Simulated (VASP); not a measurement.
# Ge (Fmmm) in VASP: further runs, part 2 of 2

VASP 6.6.1. The steps go on from the part before.

**3. Single point, PBEsol**

This run uses another cell than the first one, of 17.89 Å³/atom.

Input file INCAR:

```
PREC = Accurate ; ENCUT = 520
EDIFF = 1E-7 ; ISMEAR = -1
SIGMA = 0.05 ; LREAL = False
LASPH = True ; NELM = 80
ALGO = Normal ; ISIF = 2
LWAVE = False ; LCHARG = False
GGA = PS ; NBANDS = 36
```

Input file KPOINTS:

```
Automatic mesh
0
Gamma
  7 7 7
```

Input file POSCAR:

```
Ge
1.0
    0.0000000000      2.7703104000      5.1156650000
    2.5252771200      0.0000000000      5.1156650000
    2.5252771200      2.7703104000      0.0000000000
Ge
4
Direct
    0.7264900000      0.2735100000      0.7264900000
    0.2735100000      0.7264900000      0.2735100000
    0.2181330000      0.2181330000      0.7818670000
    0.7818670000      0.7818670000      0.2181330000
```

Potentials or basis: VASP PAW PBE potentials, release 64 (Ge_d).

On the command line:

```sh
> cat potpaw_PBE.64/Ge_d/POTCAR > POTCAR
> mpirun -np 1 vasp_std > vasp.out
```

OUTCAR:

```text
PREC = Accurate
   ENCUT = 520
   EDIFF = 1E-7
   ISMEAR = -1
   LREAL = False
   LASPH = True
   NELM = 80
   ISIF = 2
   GGA = PS

 ion  position               nearest neighbor table
   1  0.726  0.274  0.726-   2 2.51   2 2.54   2 2.54   3 2.70   4 2.70
   2  0.274  0.726  0.274-   1 2.51   1 2.54   1 2.54   3 2.70   4 2.70
   3  0.218  0.218  0.782-   4 2.61   4 2.61   1 2.70   2 2.70   4 2.85   4 2.85
   4  0.782  0.782  0.218-   3 2.61   3 2.61   1 2.70   2 2.70   3 2.85   3 2.85

  LATTYP: Found a face centered orthorhombic cell.
 ALAT       =     5.0505542400
 B/A-ratio  =     1.0970322338
 C/A-ratio  =     2.0257836098

  Lattice vectors:

 A1 = (   0.0000000000,   2.7703104000,   5.1156650000)
 A2 = (   2.5252771200,   0.0000000000,   5.1156650000)
 A3 = (   2.5252771200,   2.7703104000,   0.0000000000)

Analysis of symmetry for initial positions (statically):
=====================================================================
 Subroutine PRICEL returns:
 Original cell was already a primitive cell.

 Routine SETGRP: Setting up the symmetry group for a
 face centered orthorhombic supercell.
[... 170 lines left out ...]

 E-fermi :   7.1031     XC(G=0): -11.6393

 val. band max:        7.0958971351   @ k =  -0.2857   0.4286   0.1429
 cond. band min:       7.1382826216   @ k =  -0.2857   0.1429   0.4286
 fundamental gap:      0.0423854865
 Fermi energy:         7.1030875030

 k-point     1 :       0.0000    0.0000    0.0000
  band No.  band energies     occupation
      1     -17.7154      2.00000
      2     -17.6392      2.00000
      3     -17.5922      2.00000
      4     -17.5853      2.00000
      5     -17.5783      2.00000
      6     -17.5696      2.00000
[... 925 lines left out ...]
     35      13.4943      0.00000
     36      14.7642      0.00000

 [... further k-points ...]

------------------------ aborting loop because EDIFF is reached ----------------------------------------

  FORCE on cell =-STRESS in cart. coord.  units (eV):
  Direction    XX          YY          ZZ          XY          YZ          ZX
  --------------------------------------------------------------------------------------
  -------------------------------------------------------------------------------------
  Total        2.7073700      2.1962057     -0.6880279      0.0000000      0.0000000      0.0000000
  in kB       60.6022318     49.1602439    -15.4009352      0.0000000      0.0000000      0.0000000
  external PRESSURE =      31.4538468 kB  Pullay stress =       0.0000000 kB

 VOLUME and BASIS-vectors are now :
 -----------------------------------------------------------------------------
  energy-cutoff  :      520.00
  volume of cell :       71.58
      direct lattice vectors                 reciprocal lattice vectors
     0.000000000  2.770310400  5.115665000    -0.197998072  0.180485190  0.097739004
     2.525277120  0.000000000  5.115665000     0.197998072 -0.180485190  0.097739004
     2.525277120  2.770310400  0.000000000     0.197998072  0.180485190 -0.097739004

 POSITION                                       TOTAL-FORCE (eV/Angst)
 -----------------------------------------------------------------------------------
      2.52528      4.02521      5.11566         0.000000      0.070058      0.000000
      2.52528      1.51542      5.11566         0.000000     -0.070058      0.000000
      2.52528      2.77031      2.23179         0.000000      0.000000     -0.006213
      2.52528      2.77031      7.99954         0.000000      0.000000      0.006213
 -----------------------------------------------------------------------------------
    total drift:                                0.000000      0.000000      0.000000

  FREE ENERGIE OF THE ION-ELECTRON SYSTEM (eV)
  ---------------------------------------------------
  free  energy   TOTEN  =       -19.0031335438 eV

  energy  without entropy=      -18.9930776555  energy(sigma->0) =      -18.99810560
```

OSZICAR:

```text
N       E                     dE             d eps       ncg     rms          rms(c)
DAV:   1     0.462930818053E+03    0.46293E+03   -0.27286E+04  5436   0.454E+03
DAV:   2     0.591892758853E+02   -0.40374E+03   -0.39393E+03  4608   0.778E+02
DAV:   3    -0.152114482455E+02   -0.74401E+02   -0.73304E+02  5004   0.200E+02
DAV:   4    -0.190507826347E+02   -0.38393E+01   -0.38211E+01  5388   0.540E+01
DAV:   5    -0.191219137881E+02   -0.71131E-01   -0.71097E-01  5212   0.805E+00    0.343E+00
DAV:   6    -0.190349285280E+02    0.86985E-01   -0.87174E-02  6492   0.705E+00    0.188E+00
DAV:   7    -0.190049407622E+02    0.29988E-01   -0.10385E-01  6068   0.477E+00    0.251E-01
DAV:   8    -0.190032282181E+02    0.17125E-02   -0.12919E-02  5252   0.245E+00    0.116E-01
DAV:   9    -0.190030710578E+02    0.15716E-03   -0.26255E-03  5792   0.159E+00    0.391E-02
DAV:  10    -0.190031203157E+02   -0.49258E-04   -0.70906E-04  5144   0.832E-01    0.224E-02
DAV:  11    -0.190031291448E+02   -0.88291E-05   -0.20801E-04  6536   0.368E-01    0.686E-03
DAV:  12    -0.190031329286E+02   -0.37838E-05   -0.35463E-05  5384   0.110E-01    0.200E-03
DAV:  13    -0.190031335382E+02   -0.60964E-06   -0.51840E-06  5104   0.308E-02    0.806E-04
DAV:  14    -0.190031335438E+02   -0.55588E-08   -0.27296E-07  3632   0.138E-02
   1 F= -.19003134E+02 E0= -.18998106E+02  d E =-.100559E-01
```

stdout:

```text
POSCAR found type information on POSCAR Ge
 POSCAR found :  1 types and       4 ions
 scaLAPACK will be used
 -----------------------------------------------------------------------------
|                                                                             |
|                                                                             |
|     You enforced a specific xc type in the INCAR file but a different       |
|     I HOPE YOU KNOW WHAT YOU ARE DOING!                                     |
|                                                                             |
 -----------------------------------------------------------------------------

 LDA part: xc-table for (Slater+PW92), standard interpolation
 POSCAR, INCAR and KPOINTS ok, starting setup
 FFT: planning ... GRIDC
 FFT: planning ... GRID_SOFT
 FFT: planning ... GRID
 WAVECAR not read
 entering main loop
```

It took 5 min on 1 thread of Intel Xeon 8259CL, shared host; peak memory 0.29 GiB.

Results:

- Free energy: -19.0031 eV
- Pressure: 3.1 GPa
- Largest force: 0.070 eV/Å
- Band gap on the k mesh: zero (bands 28 and 29 overlap by 3.32 eV)

Forces on the atoms (eV/Å):
```
Ge   0.000  0.070  0.000
Ge   0.000 -0.070  0.000
Ge   0.000  0.000 -0.006
Ge   0.000  0.000  0.006
```

Stress tensor (GPa, compression positive):
```
 6.06  0.00  0.00
 0.00  4.92  0.00
 0.00  0.00 -1.54
```

Caveat: the cell stands under pressure; the PAW data sets were made with another functional, which shifts forces and pressure a little.

**4. Single point, PBEsol**

This run uses another cell than the first one, of 20.20 Å³/atom.

Input file INCAR:

```
SYSTEM = Ge
PREC = Accurate
ENCUT = 520
EDIFF = 1E-6
ISMEAR = -1
SIGMA = 0.05
LREAL = .FALSE.
LASPH = .TRUE.
NELM = 80
ALGO = Normal
ISIF = 2
LWAVE = .FALSE.
LCHARG = .FALSE.
GGA = PS
NBANDS = 36
```

Input file KPOINTS:

```
regular mesh
0
G
  7 7 7
  0 0 0
```

Input file POSCAR:

```
Ge
1.0
    0.0000000000      2.9434548000      5.1156650000
    2.6831069400      0.0000000000      5.1156650000
    2.6831069400      2.9434548000      0.0000000000
Ge
4
Direct
    0.7264900000      0.2735100000      0.7264900000
    0.2735100000      0.7264900000      0.2735100000
    0.2181330000      0.2181330000      0.7818670000
    0.7818670000      0.7818670000      0.2181330000
```

Potentials or basis: VASP PAW PBE potentials, release 64 (Ge_d).

On the command line:

```sh
> cat potpaw_PBE.64/Ge_d/POTCAR > POTCAR
> mpirun -np 1 vasp_std > vasp.out
```

OUTCAR:

```text
SYSTEM = Ge
   PREC = Accurate
   ENCUT = 520
   EDIFF = 1E-6
   ISMEAR = -1
   LREAL = .FALSE.
   LASPH = .TRUE.
   NELM = 80
   ISIF = 2
   GGA = PS

 ion  position               nearest neighbor table
   1  0.726  0.274  0.726-   2 2.67   2 2.70   2 2.70   3 2.75   4 2.75
   2  0.274  0.726  0.274-   1 2.67   1 2.70   1 2.70   3 2.75   4 2.75
   3  0.218  0.218  0.782-   1 2.75   2 2.75   4 2.76   4 2.76
   4  0.782  0.782  0.218-   1 2.75   2 2.75   3 2.76   3 2.76

  LATTYP: Found a face centered orthorhombic cell.
 ALAT       =     5.3662138800
 B/A-ratio  =     1.0970322338
 C/A-ratio  =     1.9066198681
[... 1134 lines left out ...]
  --------------------------------------------------------------------------------------
  -------------------------------------------------------------------------------------
  Total       -3.7074287     -2.9201802     -2.4783994      0.0000000      0.0000000      0.0000000
  in kB      -73.5116116    -57.9018955    -49.1421821      0.0000000      0.0000000      0.0000000
  external PRESSURE =     -60.1852297 kB  Pullay stress =       0.0000000 kB

 VOLUME and BASIS-vectors are now :
 -----------------------------------------------------------------------------
  energy-cutoff  :      520.00
  volume of cell :       80.80
      direct lattice vectors                 reciprocal lattice vectors
     0.000000000  2.943454800  5.115665000    -0.186351126  0.169868414  0.097739004
     2.683106940  0.000000000  5.115665000     0.186351126 -0.169868414  0.097739004
     2.683106940  2.943454800  0.000000000     0.186351126  0.169868414 -0.097739004

 POSITION                                       TOTAL-FORCE (eV/Angst)
 -----------------------------------------------------------------------------------
      2.68311      4.27678      5.11566         0.000000     -0.077928     -0.000000
      2.68311      1.61013      5.11566         0.000000      0.077928     -0.000000
      2.68311      2.94345      2.23179         0.000000      0.000000      0.073606
      2.68311      2.94345      7.99954         0.000000      0.000000     -0.073606
 -----------------------------------------------------------------------------------
    total drift:                                0.000000      0.000000      0.000000

  FREE ENERGIE OF THE ION-ELECTRON SYSTEM (eV)
  ---------------------------------------------------
  free  energy   TOTEN  =       -18.9298372741 eV

  energy  without entropy=      -18.9162554405  energy(sigma->0) =      -18.92304636
```

Wall time 4.6 min (1 thread of Intel Xeon 8259CL, shared host); peak memory 0.32 GiB.

What came out:

```
Free energy            : -18.9298 eV
Pressure               : -6.0 GPa
Largest force          : 0.078 eV/Å
Band gap on the k mesh : zero (bands 28 and 29 overlap by 2.50 eV)
```

Forces in eV/Å, atoms in the order of the input:
```
Ge   0.000 -0.078  0.000
Ge   0.000  0.078  0.000
Ge   0.000  0.000  0.074
Ge   0.000  0.000 -0.074
```

Levels at points of the mesh, in eV from the Fermi level:
| k point | band 24 | band 25 | band 26 | band 27 | band 28 | band 29 | band 30 | band 31 | band 32 | band 33 |
| --- | --- | --- | --- | --- | --- | --- | --- | --- | --- | --- |
| (0.00, 0.00, 0.00) | -4.00 | -2.99 | -2.24 | -1.81 | -1.77 | -1.45 | 2.99 | 3.76 | 3.78 | 6.12 |

Caveat: the cell stands under tension; the PAW data sets were made with another functional, which shifts forces and pressure a little.

**5. Single point, PBEsol**

This run uses another cell than the first one, of 21.00 Å³/atom.

Input file INCAR:

```
ALGO = Normal
EDIFF = 1E-7
ENCUT = 520
GGA = PS
ISIF = 2
ISMEAR = -1
LASPH = T
LCHARG = T
LELF = T
LREAL = F
LVHAR = T
LWAVE = F
NBANDS = 36
NELM = 100
PREC = Accurate
SIGMA = 0.05
```

Input file KPOINTS:

```
k-points
0
Gamma
  7 7 7
```

Input file POSCAR:

```
Ge
1.0
    0.0000000000      3.0011696000      5.1156650000
    2.7357168800      0.0000000000      5.1156650000
    2.7357168800      3.0011696000      0.0000000000
Ge
4
Direct
    0.7264900000      0.2735100000      0.7264900000
    0.2735100000      0.7264900000      0.2735100000
    0.2181330000      0.2181330000      0.7818670000
    0.7818670000      0.7818670000      0.2181330000
```

On the command line:

```sh
> cat potpaw_PBE.64/Ge_d/POTCAR > POTCAR
> mpirun -np 1 vasp_std > vasp.out
```

Wall time 5.5 min (1 thread of Intel Xeon 8259CL, shared host); peak memory 0.32 GiB.

It converged, with:

| Quantity | Value |
| --- | --- |
| Free energy | -18.7806 eV |
| Pressure | -7.6 GPa |
| Largest force | 0.091 eV/Å |
| Band gap on the k mesh | zero (bands 28 and 29 overlap by 2.31 eV) |

Forces on the atoms (eV/Å):
```
Ge   0.000 -0.091  0.000
Ge   0.000  0.091  0.000
Ge   0.000  0.000  0.079
Ge   0.000  0.000 -0.079
```

Stress tensor (GPa, compression positive):
```
-9.47  0.00  0.00
 0.00 -7.61  0.00
 0.00  0.00 -5.62
```

Levels at points of the mesh, in eV from the Fermi level:
```
           k point  band 24  band 25  band 26  band 27  band 28  band 29  band 30  band 31  band 32  band 33
(0.00, 0.00, 0.00)    -4.23    -3.10    -2.20    -1.75    -1.69    -1.36     3.02     3.47     3.79     5.95
```

Caveat: the cell stands under tension; the PAW data sets were made with another functional, which shifts forces and pressure a little.

**6. Summary**

| task | cell | cutoff (eV) | gap on the mesh (eV) | pressure (GPa) | largest force (eV/Å) |
| --- | --- | --- | --- | --- | --- |
| relaxation of cell and atoms | relaxed to 30 GPa from a = 5.873, b = 5.752, c = 3.905 Å, angles 72.1, 68.7, 39.2°, 4 atoms | 600 | none | 30.0 | - |
| single point | a = 5.818, b = 5.705, c = 3.749 Å, angles 72.7, 69.4, 38.0°, 4 atoms | 520 | none | 3.1 | 0.07 |
| single point | a = 5.902, b = 5.777, c = 3.983 Å, angles 71.8, 68.4, 39.9°, 4 atoms | 520 | none | -6.0 | 0.08 |
| single point | a = 5.931, b = 5.801, c = 4.061 Å, angles 71.5, 68.0, 40.5°, 4 atoms | 520 | none | -7.6 | 0.09 |

Alike in all rows: level PBEsol; potentials or basis VASP PAW PBE potentials, release 64 (Ge_d); no spin polarisation; k mesh 7 × 7 × 7; smearing fermi-dirac 0.05 eV.

Caveats: the PAW data sets were made with another functional, which shifts forces and pressure a little; the cell stands under tension (at least some runs); the cell is relaxed towards a set pressure, so the run minimises the enthalpy, not the energy (at least some runs); the volume moved by over 15 % at a fixed basis, so the end points are rough (at least some runs); the cell stands under pressure (at least some runs).

Total energies depend on the potentials used, so only differences within one code and one set of settings carry meaning.
